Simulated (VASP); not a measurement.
A run of VASP 6.6.1:

Contents of INCAR:

```
PREC = Normal
ENCUT = 350
EDIFF = 1E-5
ISMEAR = -1
SIGMA = 0.08
LREAL = F
LASPH = T
NELM = 200
ALGO = Normal
ISIF = 2
LWAVE = F
LCHARG = F
GGA = PS
NBANDS = 24
IBRION = 0
NSW = 30
POTIM = 1.5
TEBEG = 300.0
TEEND = 300.0
ISYM = 0
NELMIN = 4
RANDOM_SEED = 231965 0 0
MDALGO = 1
ANDERSEN_PROB = 0.0
GGA_COMPAT = F
MAXMIX = 40
LMAXMIX = 6
```

Contents of KPOINTS:

```
Automatic mesh
0
Gamma
  3 5 5
```

POSCAR

```
LaSb
1.0
    0.0000000000      6.4900000000      6.4900000000
    3.2450000000      0.0000000000      3.2450000000
    3.2450000000      3.2450000000      0.0000000000
La Sb
2 2
Direct
    0.0000000000      0.0000000000      0.0000000000
    0.5000000000      0.0000000000      0.0000000000
    0.2500000000      0.5000000000      0.5000000000
    0.7500000000      0.5000000000      0.5000000000
```

Potentials or basis: VASP PAW PBE potentials, release 64 (La, Sb).

Command:

```bash
$ cat potpaw_PBE.64/La/POTCAR potpaw_PBE.64/Sb/POTCAR > POTCAR
$ mpirun -np 1 vasp_std > vasp.out
```

Hardware: 1 thread of Intel(R) Xeon(R) Platinum 8488C (Sapphire Rapids), with other jobs on the host.

How long does it take, and how much memory?

Run time: 7.5 min on 1 thread of Intel(R) Xeon(R) Platinum 8488C (Sapphire Rapids) (shared host), peak memory 0.28 GiB. Counts: scf iterations 128, k points 38, ion steps 30.
